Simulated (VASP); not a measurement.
**W4C3: relaxation of the atoms with PBEsol**

The system is W4C3, a slab with vacuum.

```
W C
1.0
     2.89841    0.00000    0.00000
    -1.44921    2.51010    0.00000
     0.00000    0.00000   23.48284
W C
4 3
Direct
  0.00000 0.00000 0.31938
  0.00000 0.00000 0.43979
  0.00000 0.00000 0.56021
  0.00000 0.00000 0.68062
  0.66667 0.33333 0.37959
  0.66667 0.33333 0.50000
  0.66667 0.33333 0.62041
```

```json
{
  "Program": "VASP 6.6.1",
  "Task": "relaxation of the atoms",
  "Functional": "PBEsol",
  "Potentials or basis": "VASP PAW PBE potentials, release 64 (W_sv, C)",
  "Cutoff": "520 eV",
  "k mesh": "12 × 12 × 1",
  "Occupations": "gaussian, width 0.1 eV",
  "Spin": "no spin polarisation",
  "Dipole correction": "yes",
  "Further INCAR settings": "ALGO = Normal; EDIFF = 1e-06; IBRION = 2; EDIFFG = -0.02; NSW = 80"
}
```

The energy gained by relaxing is 9.4 meV/atom and the ionic steps are 7. The largest force after relaxing is 0.012 eV/Å. The band gap on the k mesh is zero (bands 34 and 35 overlap by 0.83 eV).

Forces on the atoms (eV/Å):
```
W    0.000  0.000  0.012
W    0.000  0.000 -0.007
W    0.000  0.000  0.007
W    0.000  0.000 -0.012
C    0.000  0.000 -0.005
C    0.000  0.000  0.000
C    0.000  0.000  0.005
```

Step by step:
```tsv
step	energy change (eV)	largest force (eV/Å)	pressure (GPa)
1	0.0000	1.0811	-4.79
2	-0.0421	0.6581	-2.63
3	-0.0640	0.2723	-3.49
4	-0.0643	0.2300	-3.34
5	-0.0659	0.0323	-3.41
6	-0.0660	0.0228	-3.38
7	-0.0661	0.0119	-3.28
```

Final structure:
```
W C
1.0
     2.89841    0.00000    0.00000
    -1.44921    2.51010    0.00000
     0.00000    0.00000   23.48284
W C
4 3
Direct
  0.00000 0.00000 0.32104
  0.00000 0.00000 0.43963
  0.00000 0.00000 0.56037
  0.00000 0.00000 0.67896
  0.66667 0.33333 0.37856
  0.66667 0.33333 0.50000
  0.66667 0.33333 0.62144
```

Levels at points of the mesh, in eV from the Fermi level:
```
           k point  band 31  band 32  band 33  band 34  band 35  band 36  band 37  band 38
(0.00, 0.00, 0.00)    -1.02    -0.77    -0.77    -0.35    -0.35     0.29     0.39     0.39
(0.50, 0.00, 0.00)    -1.62    -0.77     0.34     0.42     1.95     2.03     2.18     3.00
```

Wall time 9.1 min on 1 thread of Intel(R) Xeon(R) Platinum 8488C (Sapphire Rapids), on a shared host, peak memory 0.37 GiB.

Caveat: the PAW data sets were made with another functional, which shifts forces and pressure a little; spin-orbit coupling is left out, which moves the levels of the heavy elements.
